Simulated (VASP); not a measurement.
# Na2S (Fm-3m) in VASP: a series of runs

The runs below take Na2S through relaxation of cell and atoms, with LDA.

Everything below comes from runs of VASP 6.6.1. Logs are shortened: lines on timing, memory, paths and dates and some standing lists are left out, and cuts for length are marked.

## (1) The cell of the first run

Symmetry: Fm-3m, No. 225, cubic system. The conventional cell has a = 6.384 Å, b = 6.384 Å, c = 6.384 Å, α = 90.00°, β = 90.00°, γ = 90.00°. Within 3.6 Å of Na (site symmetry -43m) lie 4 S at 2.76 Å and 6 Na at 3.19 Å. S (site symmetry m-3m) has 8 Na at 2.76 Å within 3.6 Å.

## (2) Relaxation of cell and atoms, LDA, target pressure 2 GPa, at which the enthalpy is minimised

Input file INCAR:

```
ALGO = Normal
EDIFF = 1E-7
EDIFFG = -0.001
ENCUT = 500
GGA_COMPAT = False
IBRION = 2
ISIF = 3
ISMEAR = 0
LASPH = True
LCHARG = False
LREAL = False
LWAVE = False
NELM = 120
NELMIN = 4
NSW = 80
PREC = Accurate
PSTRESS = 20.0
SIGMA = 0.01
```

Input file KPOINTS:

```
k-points
0
Gamma
  8 8 8
```

Input file POSCAR:

```
Na2S
1.0
    0.0000000000      3.1920045386      3.1920045386
    3.1920045386      0.0000000000      3.1920045386
    3.1920045386      3.1920045386      0.0000000000
Na S
2 1
Direct
    0.2500000000      0.2500000000      0.2500000000
    0.7500000000      0.7500000000      0.7500000000
    0.0000000000      0.0000000000      0.0000000000
```

Potentials or basis: VASP PAW LDA potentials, release 64 (Na_pv, S).

Launch:

```
cat potpaw_LDA.64/Na_pv/POTCAR potpaw_LDA.64/S/POTCAR > POTCAR
mpirun -np 1 vasp_std > vasp.out
```

OUTCAR:

```text
EDIFF = 1E-7
   EDIFFG = -0.001
   ENCUT = 500
   IBRION = 2
   ISIF = 3
   ISMEAR = 0
   LASPH = True
   LREAL = False
   NELM = 120
   NELMIN = 4
   NSW = 80
   PREC = Accurate
   PSTRESS = 20.0

 ion  position               nearest neighbor table
   1  0.250  0.250  0.250-   3 2.76   3 2.76   3 2.76   3 2.76
   2  0.750  0.750  0.750-   3 2.76   3 2.76   3 2.76   3 2.76
   3  0.000  0.000  0.000-   1 2.76   2 2.76   2 2.76   2 2.76   2 2.76   1 2.76   1 2.76   1 2.76

  LATTYP: Found a face centered cubic cell.
 ALAT       =     6.3840090772

  Lattice vectors:

 A1 = (   0.0000000000,   3.1920045386,   3.1920045386)
 A2 = (   3.1920045386,   0.0000000000,   3.1920045386)
 A3 = (   3.1920045386,   3.1920045386,   0.0000000000)

Analysis of symmetry for initial positions (statically):
=====================================================================
 Subroutine PRICEL returns:
 Original cell was already a primitive cell.

 Routine SETGRP: Setting up the symmetry group for a
 face centered cubic supercell.

 Subroutine GETGRP returns: Found 48 space group operations
 (whereof 48 operations were pure point group operations)
 out of a pool of 48 trial point group operations.

The static configuration has the point symmetry O_h .

Analysis of symmetry for dynamics (positions and initial velocities):
=====================================================================
 Subroutine PRICEL returns:
 Original cell was already a primitive cell.

 Routine SETGRP: Setting up the symmetry group for a
 face centered cubic supercell.

 Subroutine GETGRP returns: Found 48 space group operations
 (whereof 48 operations were pure point group operations)
 out of a pool of 48 trial point group operations.

The dynamic configuration has the point symmetry O_h .

 Subroutine INISYM returns: Found 48 space group operations
 (whereof 48 operations are pure point group operations),
 and found     1 'primitive' translations

----------------------------------------------------------------------------------------

                                     Primitive cell

  volume of cell :      65.0460

  direct lattice vectors                    reciprocal lattice vectors
     0.000000000  3.192004539  3.192004539    -0.156641381  0.156641381  0.156641381
     3.192004539  0.000000000  3.192004539     0.156641381 -0.156641381  0.156641381
     3.192004539  3.192004539  0.000000000     0.156641381  0.156641381 -0.156641381

  length of vectors
     4.514176110  4.514176110  4.514176110     0.271310831  0.271310831  0.271310831

  position of ions in fractional coordinates (direct lattice)
     0.250000000  0.250000000  0.250000000
     0.750000000  0.750000000  0.750000000
     0.000000000  0.000000000  0.000000000

  ion indices of the primitive-cell ions
   primitive index   ion index
                 1           1
                 2           2
                 3           3

----------------------------------------------------------------------------------------

 KPOINTS: k-points

Automatic generation of k-mesh.
 Grid dimensions read from file:
 generate k-points for:    8    8    8

 Generating k-lattice:

  Cartesian coordinates                     Fractional coordinates (reciprocal lattice)
    -0.019580173  0.019580173  0.019580173     0.125000000  0.000000000  0.000000000
     0.019580173 -0.019580173  0.019580173     0.000000000  0.125000000  0.000000000
     0.019580173  0.019580173 -0.019580173     0.000000000  0.000000000  0.125000000

  Length of vectors
     0.033913854  0.033913854  0.033913854

  Shift w.r.t. Gamma in fractional coordinates (k-lattice)
     0.000000000  0.000000000  0.000000000

 Subroutine IBZKPT returns following result:
 ===========================================

 Found     29 irreducible k-points:

 Following reciprocal coordinates:
            Coordinates               Weight
  0.000000  0.000000  0.000000      1.000000
  0.125000  0.000000  0.000000      8.000000
  0.250000  0.000000  0.000000      8.000000
  0.375000  0.000000  0.000000      8.000000
  0.500000  0.000000  0.000000      4.000000
  0.125000  0.125000  0.000000      6.000000
[... 16 lines left out ...]
  0.500000  0.250000  0.125000     48.000000
 -0.375000  0.250000  0.125000     24.000000
 [... further k-points ...]
   k-points           NKPTS =     29   k-points in BZ     NKDIM =     29   number of bands    NBANDS=     14
   number of dos      NEDOS =    301   number of ions     NIONS =      3
   total plane-waves  NPLWV =  46656
   dimension x,y,z NGX =    36 NGY =   36 NGZ =   36
   dimension x,y,z NGXF=    72 NGYF=   72 NGZF=   72
   ions per type =               2   1
   NGX,Y,Z   is equivalent  to a cutoff of  13.26, 13.26, 13.26 a.u.
   NGXF,Y,Z  is equivalent  to a cutoff of  26.52, 26.52, 26.52 a.u.
 SYSTEM =  unknown system
   PREC   = accura    normal or accurate (medium, high low for compatibility)
   ISTART =      0    job   : 0-new  1-cont  2-samecut
   ICHARG =      2    charge: 1-file 2-atom 10-const
   ISPIN  =      1    spin polarized calculation?
   LNONCOLLINEAR =      F non collinear calculations
   LSORBIT =      F    spin-orbit coupling
   LASPH  =      T    aspherical Exc in radial PAW
   ENCUT  =  500.0 eV  36.75 Ry    6.06 a.u.   8.23  8.23  8.23*2*pi/ulx,y,z
   NELM   =    120;   NELMIN=  4; NELMDL= -5     # of ELM steps
   EDIFF  = 0.1E-06   stopping-criterion for ELM
   LREAL  =      F    real-space projection
   EDIFFG = -.1E-02   stopping-criterion for IOM
   NSW    =     80    number of steps for IOM
   IBRION =      2    ionic relax: 0-MD 1-quasi-New 2-CG
   NFREE  =      1    steps in history (QN), initial steepest desc. (CG)
   ISIF   =      3    stress and relaxation
   ISYM   =      2    0-nonsym 1-usesym 2-fastsym
   POTIM  = 0.5000    time-step for ionic-motion
   TEBEG  =    0.0;   TEEND  =   0.0 temperature during run
   PSTRESS=   20.0 pullay stress
   NELECT =      20.0000    total number of electrons
   NUPDOWN=      -1.0000    fix difference up-down
   EMIN   =  10.00;   EMAX   =-10.00  energy-range for DOS
   EFERMI =   0.00;   METHOD = LEGACY
   ISMEAR =     0;   SIGMA  =   0.01  broadening in eV -4-tet -1-fermi 0-gaus
   EFERMI_NEDOS =   21; number of points for ismear=-14 and -15
   IALGO  =     38    algorithm
   IMIX   =      4    mixing-type and parameters
     AMIX     =   0.40;   BMIX     =  1.00
     AMIX_MAG =   1.60;   BMIX_MAG =  1.00
  volume/ion in A,a.u.               =      21.68       146.32
  Fermi-wavevector in a.u.,A,eV,Ry     =   1.104955  2.088063 16.611706  1.220926
  Thomas-Fermi vector in A             =   2.241435
   LORBIT       =      0    0 simple, 1 ext, 2 COOP (PROOUT), +10 PAW based schemes
   GGA     = CA    functional components
   LHFCALC =     F    Hartree Fock is set to
   AEXX    =    0.0000 exact exchange contribution
   IVDW    =     0    specifies the selected vdW correction
   LEPSILON=     F    determine dielectric tensor
   LRPA    =     F    only Hartree local field effects (RPA)
 conjugate gradient relaxation of ions
 non-spin polarized calculation
 Gauss-broadening in eV      SIGMA  =   0.01
  energy-cutoff  :      500.00
  volume of cell :       65.05
 maximum number of plane-waves:      1676
 NGX is ok and might be reduce to    36
   NGX = 17   NGY = 17   NGZ = 17

--------------------------------------- Ionic step        1  -------------------------------------------

 number of electron      20.0000015 magnetization

 Free energy of the ion-electron system (eV)
  ---------------------------------------------------
  ext. energy  EPLUGINS =         0.00000000
  ---------------------------------------------------
  free energy    TOTEN  =       -10.91264496 eV

  energy without entropy =      -10.91264496  energy(sigma->0) =      -10.91264496

------------------------ aborting loop because EDIFF is reached ----------------------------------------

  FORCE on cell =-STRESS in cart. coord.  units (eV):
  Direction    XX          YY          ZZ          XY          YZ          ZX
  --------------------------------------------------------------------------------------
  -------------------------------------------------------------------------------------
  Total        0.0009302      0.0009302      0.0009302     -0.0000000     -0.0000000      0.0000000
  in kB        0.0229126      0.0229126      0.0229126     -0.0000000     -0.0000000      0.0000000
  external PRESSURE =     -19.9770874 kB  Pullay stress =      20.0000000 kB

 VOLUME and BASIS-vectors are now :
 -----------------------------------------------------------------------------
  energy-cutoff  :      500.00
  volume of cell :       65.05
      direct lattice vectors                 reciprocal lattice vectors
     0.000000000  3.192004539  3.192004539    -0.156641381  0.156641381  0.156641381
     3.192004539  0.000000000  3.192004539     0.156641381 -0.156641381  0.156641381
     3.192004539  3.192004539  0.000000000     0.156641381  0.156641381 -0.156641381
[... 126 lines left out ...]
  FREE ENERGIE OF THE ION-ELECTRON SYSTEM (eV)
  ---------------------------------------------------
  free  energy   TOTEN  =       -10.8924616999 eV

  energy  without entropy=      -10.8924616999  energy(sigma->0) =      -10.89246170

  enthalpy is  TOTEN    =       -10.1221440781 eV   P V=        0.7703176217

--------------------------------------- Ionic step        5  -------------------------------------------

 number of electron      19.9999990 magnetization

 Free energy of the ion-electron system (eV)
  ---------------------------------------------------
  ext. energy  EPLUGINS =         0.00000000
  ---------------------------------------------------
  free energy    TOTEN  =       -10.89288239 eV

  energy without entropy =      -10.89288239  energy(sigma->0) =      -10.89288239

 E-fermi :   0.6554     XC(G=0):  -8.7696

 val. band max:        0.5362812007   @ k =   0.0000   0.0000   0.0000
 cond. band min:       3.2120687710   @ k =   0.0000   0.0000   0.0000
 fundamental gap:      2.6757875703
 Fermi energy:         0.6553686228

 k-point     1 :       0.0000    0.0000    0.0000
  band No.  band energies     occupation
      1     -21.4366      2.00000
      2     -21.4366      2.00000
      3     -21.4366      2.00000
      4     -21.3536      2.00000
      5     -21.3536      2.00000
      6     -21.3536      2.00000
      7      -9.7506      2.00000
      8       0.5363      2.00000
      9       0.5363      2.00000
     10       0.5363      2.00000
     11       3.2121      0.00000
     12       8.4909      0.00000
     13       8.4909      0.00000
     14       8.4909      0.00000

 k-point     2 :       0.1250    0.0000    0.0000
  band No.  band energies     occupation
      1     -21.4348      2.00000
      2     -21.4337      2.00000
      3     -21.4337      2.00000
      4     -21.3589      2.00000
      5     -21.3570      2.00000
      6     -21.3570      2.00000
      7      -9.7010      2.00000
      8       0.0976      2.00000
      9       0.5144      2.00000
     10       0.5144      2.00000
[... 362 lines left out ...]
 k-point    24 :      -0.3750    0.2500    0.1250
  band No.  band energies     occupation
      1     -21.4530      2.00000
      2     -21.4443      2.00000
      3     -21.3997      2.00000
      4     -21.3993      2.00000
      5     -21.3554      2.00000
      6     -21.3537      2.00000
      7      -9.3372      2.00000
      8      -1.1246      2.00000
      9      -0.1886      2.00000
     10       0.2308      2.00000
     11       5.9303      0.00000
     12       6.6081      0.00000
     13       8.3778      0.00000
     14       8.5414      0.00000

 [... further k-points ...]
[... 5 lines left out ...]
  --------------------------------------------------------------------------------------
  -------------------------------------------------------------------------------------
  Total        0.7706259      0.7706259      0.7706259     -0.0000000      0.0000000      0.0000000
  in kB       19.9971549     19.9971549     19.9971549     -0.0000000      0.0000000      0.0000000
  external PRESSURE =      -0.0028451 kB  Pullay stress =      20.0000000 kB

 VOLUME and BASIS-vectors are now :
 -----------------------------------------------------------------------------
  energy-cutoff  :      500.00
  volume of cell :       61.74
      direct lattice vectors                 reciprocal lattice vectors
    -0.000000000  3.137029877  3.137029877    -0.159386432  0.159386432  0.159386432
     3.137029877 -0.000000000  3.137029877     0.159386432 -0.159386432  0.159386432
     3.137029877  3.137029877 -0.000000000     0.159386432  0.159386432 -0.159386432

 POSITION                                       TOTAL-FORCE (eV/Angst)
 -----------------------------------------------------------------------------------
      1.56851      1.56851      1.56851         0.000000      0.000000      0.000000
      4.70554      4.70554      4.70554        -0.000000     -0.000000     -0.000000
      0.00000      0.00000      0.00000         0.000000     -0.000000      0.000000
 -----------------------------------------------------------------------------------
    total drift:                                0.000000      0.000000      0.000000

  FREE ENERGIE OF THE ION-ELECTRON SYSTEM (eV)
  ---------------------------------------------------
  free  energy   TOTEN  =       -10.8928823898 eV

  energy  without entropy=      -10.8928823898  energy(sigma->0) =      -10.89288239

  enthalpy is  TOTEN    =       -10.1221468704 eV   P V=        0.7707355193

 reached required accuracy - stopping structural energy minimisation
```

It took 2.4 min on 1 thread of Intel Xeon 8259CL, shared host; peak memory 0.17 GiB.

What came out:

* Free energy: -10.8929 eV
* Relaxed volume: 20.58 Å³/atom
* Relaxed cell: a = 4.436 Å, b = 4.436 Å, c = 4.436 Å, α = 60.00°, β = 60.00°, γ = 60.00°
* Space group after relaxing (to 0.05 Å): Fm-3m (No. 225)
* Energy change on relaxing (the enthalpy is what falls): +6.6 meV/atom
* Ionic steps: 5
* Pressure after relaxing: 2.0 GPa
* Band gap on the k mesh: 2.68 eV, direct

Step by step:
```csv
step,energy change (eV),largest force (eV/Å),pressure (GPa),volume (Å³)
1,0.0000,0.0000,0.00,65.05
2,0.0112,0.0000,1.48,62.53
3,0.0194,0.0000,1.98,61.77
4,0.0202,0.0000,2.03,61.71
5,0.0198,0.0000,2.00,61.74
```

Final structure:
```
CELL_PARAMETERS angstrom
0.00000 3.13703 3.13703
3.13703 0.00000 3.13703
3.13703 3.13703 0.00000
ATOMIC_POSITIONS crystal
Na 0.25000 0.25000 0.25000
Na 0.75000 0.75000 0.75000
S 0.00000 0.00000 0.00000
```

Levels at points of the mesh, in eV from the valence-band top:
```
           k point  band 6  band 7  band 8  band 9  band 10  band 11  band 12  band 13  band 14
(0.00, 0.00, 0.00)  -21.89  -10.29    0.00    0.00     0.00     2.68     7.95     7.95     7.95
(0.50, 0.00, 0.00)  -21.93   -9.93   -1.93   -0.14    -0.14     5.07     6.78     7.23     7.23
(0.50, 0.50, 0.00)  -21.87   -9.82   -1.73   -0.52    -0.52     3.68     6.14     9.26    10.33
```

Caveat: the cell is relaxed towards a set pressure, so the enthalpy falls and the energy may rise. As with any semilocal functional, this LDA gap is likely too small.

## (3) Relaxation of cell and atoms, LDA

This run uses another cell than the first one, of 23.16 Å³/atom, 1.068 times its volume.

Input file INCAR:

```
SYSTEM = Na2S
ALGO     = Normal         ! electronic algorithm
EDIFF    = 1E-7           ! SCF threshold, eV
EDIFFG   = -0.005         ! ionic threshold
ENCUT    = 500            ! plane-wave cutoff, eV
GGA_COMPAT= .False.      
IBRION   = 2              ! ionic algorithm
ISIF     = 3              ! what is computed and relaxed
ISMEAR   = 0              ! smearing method
LASPH    = .True.         ! aspherical terms in the spheres
LCHARG   = .False.        ! write CHGCAR
LREAL    = .False.        ! projectors in reciprocal space
LWAVE    = .False.        ! write WAVECAR
NELM     = 120            ! most SCF steps
NELMIN   = 4            
NSW      = 100            ! ionic steps
PREC     = Accurate       ! precision mode
SIGMA    = 0.02           ! smearing width, eV
```

Input file KPOINTS:

```
k-points
0
Gamma
  8 8 8
  0 0 0
```

Input file POSCAR:

```
Na2S
1.0
    0.0000000000      3.2630000000      3.2630000000
    3.2630000000      0.0000000000      3.2630000000
    3.2630000000      3.2630000000      0.0000000000
Na S
2 1
Direct
    0.2500000000      0.2500000000      0.2500000000
    0.7500000000      0.7500000000      0.7500000000
    0.0000000000      0.0000000000      0.0000000000
```

Potentials or basis: VASP PAW LDA potentials, release 64 (Na_pv, S).

Launch:

```
cat potpaw_LDA.64/Na_pv/POTCAR potpaw_LDA.64/S/POTCAR > POTCAR
mpirun -np 1 vasp_std > vasp.out
```

Wall time 1.8 min (1 thread of Intel Xeon 8259CL, shared host); peak memory 0.18 GiB.

It converged, with:

| Property | Result |
| --- | --- |
| Free energy | -10.9137 eV |
| Relaxed volume | 21.73 Å³/atom |
| Relaxed cell | a = 4.517 Å, b = 4.517 Å, c = 4.517 Å, α = 60.00°, β = 60.00°, γ = 60.00° |
| Space group after relaxing (to 0.05 Å) | Fm-3m (No. 225) |
| Energy gained by relaxing | 9.3 meV/atom |
| Ionic steps | 3 |
| Pressure after relaxing | 0.0 GPa |
| Band gap on the k mesh | 2.48 eV, direct |

Step by step:
| step | energy change (eV) | largest force (eV/Å) | pressure (GPa) | volume (Å³) |
| --- | --- | --- | --- | --- |
| 1 | 0.0000 | 0.0000 | -1.93 | 69.48 |
| 2 | -0.0239 | 0.0000 | -0.79 | 66.72 |
| 3 | -0.0279 | 0.0000 | -0.03 | 65.18 |

Final structure:
```
Na S
1.0
     0.00000    3.19421    3.19421
     3.19421    0.00000    3.19421
     3.19421    3.19421    0.00000
Na S
2 1
Direct
  0.25000 0.25000 0.25000
  0.75000 0.75000 0.75000
  0.00000 0.00000 0.00000
```

Levels at points of the mesh, in eV from the valence-band top:
| k point | band 6 | band 7 | band 8 | band 9 | band 10 | band 11 | band 12 | band 13 | band 14 |
| --- | --- | --- | --- | --- | --- | --- | --- | --- | --- |
| (0.00, 0.00, 0.00) | -22.00 | -10.20 | 0.00 | 0.00 | 0.00 | 2.48 | 7.77 | 7.77 | 7.77 |
| (0.50, 0.00, 0.00) | -22.03 | -9.89 | -1.83 | -0.14 | -0.14 | 4.84 | 6.56 | 7.11 | 7.11 |
| (0.50, 0.50, 0.00) | -21.98 | -9.79 | -1.64 | -0.50 | -0.50 | 3.67 | 5.98 | 8.80 | 9.97 |

LDA usually gives volumes a few per cent too small. Zero-point motion and thermal expansion aren't in these numbers.
